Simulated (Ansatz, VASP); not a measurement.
**La2O3 in VASP and in Ansatz**

Contents of INCAR:

```
SYSTEM = La2O3
PREC = Accurate ; ENCUT = 520
EDIFF = 1E-6 ; ISMEAR = 0
SIGMA = 0.01 ; LREAL = .FALSE.
LASPH = .TRUE. ; NELM = 150
ALGO = Normal ; ISIF = 2
LWAVE = .FALSE. ; LCHARG = .FALSE.
MAGMOM = 0 0 0 0 0 0 0 0 0 0 0 0 0 0 0 ; LORBIT = 11
LSORBIT = .TRUE. ; GGA_COMPAT = .FALSE.
LORBMOM = .TRUE. ; LMAXMIX = 6
GGA = PE ; NBANDS = 55
```

The input KPOINTS:

```
regular mesh
0
G
  12 12 4
  0 0 0
```

POSCAR

```
La2O3
1.0
    3.9351015402      0.0000000000      0.0000000000
   -1.9675507701      3.4078979003      0.0000000000
    0.0000000000      0.0000000000      6.1262271608
La O
2 3
Direct
    0.6666666667      0.3333333333      0.7538431652
    0.3333333333      0.6666666667      0.2461568348
    0.6666666667      0.3333333333      0.3538862911
    0.3333333333      0.6666666667      0.6461137089
    0.0000000000      0.0000000000      0.0000000000
```

Input for Ansatz:

```yaml
crystal:
  lattice:
    - [3.9351015402, 0.0, 0.0]
    - [-1.9675507701, 3.4078979003, 0.0]
    - [0.0, 0.0, 6.1262271608]
  atoms:
    - { symbol: La, position: [0.6666666667, 0.3333333333, 0.7538431652] }
    - { symbol: La, position: [0.3333333333, 0.6666666667, 0.2461568348] }
    - { symbol: O, position: [0.6666666667, 0.3333333333, 0.3538862911] }
    - { symbol: O, position: [0.3333333333, 0.6666666667, 0.6461137089] }
    - { symbol: O, position: [0.0, 0.0, 0.0] }
kpoints:
  mp_grid: { grid: [12, 12, 4] }
  band_path:
    path:
      - [0.0, 0.0, 0.0]
      - [0.5, 0.0, 0.0]
      - [0.3333333333, 0.3333333333, 0.0]
      - [0.0, 0.0, 0.5]
      - [0.5, 0.0, 0.5]
      - [0.3333333333, 0.3333333333, 0.5]
      - [0.0, 0.5, 0.5]
      - [0.0, 0.5, 0.0]
    npoints: 1
hamiltonian:
  xc: pbe
scf:
  occupations: { method: fixed }
  n_extra_bands: 10
magnetization:
  noncollinear: true
  spin_orbit: true
output:
  forces: true
  stress: true
  eigenvalues: true
```

Alike in both runs: task single point; functional PBE; k mesh 12 × 12 × 4; non-collinear spin, spin-orbit coupling.

|  | VASP | Ansatz |
| --- | --- | --- |
| version | VASP 6.6.1 | Ansatz 0.2.0 |
| potentials or method | VASP PAW PBE potentials, release 64 (La, O) | plane waves, PAW |
| plane-wave cutoff (eV) | 520 | 420 |
| occupations | gaussian, width 0.01 eV | fixed |
| valence electrons in the cell | 40 | 40 |

|  | VASP | Ansatz | Ansatz less VASP |
| --- | --- | --- | --- |
| pressure (GPa) | 1.0 | 1.3 | +0.30 |
| traceless stress, the component that is largest in VASP (GPa) | 0.22 | 0.19 | -0.034 |
| rms of the force components (eV/Å) | 0.014 | 0.009 | -0.0046 |
| net moment per atom (μB) | 0.00 | 0.00 | 0.000 |

Atom by atom the forces differ by 0.005 eV/Å (rms over components).
